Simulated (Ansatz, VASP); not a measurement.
## Two plane-wave programs on ZnO

File INCAR:

```
PREC = Accurate
ENCUT = 520
EDIFF = 1E-7
ISMEAR = 0
SIGMA = 0.1
LREAL = F
LASPH = T
NELM = 60
ALGO = Normal
ISIF = 2
LWAVE = F
LCHARG = T
LELF = T
LVHAR = T
NBANDS = 26
```

Contents of KPOINTS:

```
regular mesh
0
Gamma
  6 6 4
```

The input POSCAR:

```
ZnO
1.0
    3.2494000000      0.0000000000      0.0000000000
   -1.6247000000      2.8140629500      0.0000000000
    0.0000000000      0.0000000000      5.2038000000
Zn O
2 2
Direct
    0.3333333300      0.6666666700      0.0000000000
    0.6666666700      0.3333333300      0.5000000000
    0.3333333300      0.6666666700      0.3830000000
    0.6666666700      0.3333333300      0.8830000000
```

Input for Ansatz:

```yaml
crystal:
  lattice:
    - [3.2494, 0.0, 0.0]
    - [-1.6247, 2.81406295, 0.0]
    - [0.0, 0.0, 5.2038]
  atoms:
    - { symbol: Zn, position: [0.33333333, 0.66666667, 0.0] }
    - { symbol: Zn, position: [0.66666667, 0.33333333, 0.5] }
    - { symbol: O, position: [0.33333333, 0.66666667, 0.383] }
    - { symbol: O, position: [0.66666667, 0.33333333, 0.883] }
basis:
  ecutwfc: 420
kpoints:
  mp_grid: { grid: [6, 6, 4] }
hamiltonian:
  xc: lda
  pseudopotentials: { kind: paw, azcp: { folder: soft_1 } }
scf:
  occupations: { method: gaussian, width: 0.1 }
output:
  forces: true
  stress: true
  eigenvalues: true
```

Alike in both runs: task single point; functional LDA; k mesh 6 × 6 × 4; occupations gaussian, width 0.1 eV; no spin polarisation.

|  | VASP | Ansatz |
| --- | --- | --- |
| version | VASP 6.6.1 | Ansatz 0.2.0 |
| potentials or method | VASP PAW LDA potentials, release 64 (Zn, O), cutoff 520 eV | scalar-relativistic, plane waves, PAW |
| valence electrons in the cell | 36 | 36 |

VASP gave:

| Item | Value |
| --- | --- |
| gap on the k mesh at the Fermi level (eV) | 0.74 |
| least direct gap on the mesh (eV) | 0.74 |
| pressure (GPa) | -6.0 |
| traceless stress, the component that is largest in VASP (GPa) | 0.15 |
| rms of the force components (eV/Å) | 0.039 |

Problem. Which values does Ansatz return?

Solution. gap on the k mesh at the Fermi level (eV): 0.73; least direct gap on the mesh (eV): 0.73; pressure (GPa): -7.0; traceless stress, the component that is largest in VASP (GPa): 0.19; rms of the force components (eV/Å): 0.037.

Ansatz warns that its potentials were made for another functional, while VASP's fit it. LDA's correlation is that of Perdew and Zunger in VASP and of Perdew and Wang (1992) in Ansatz. Atom by atom the forces differ by 0.002 eV/Å (rms over components).
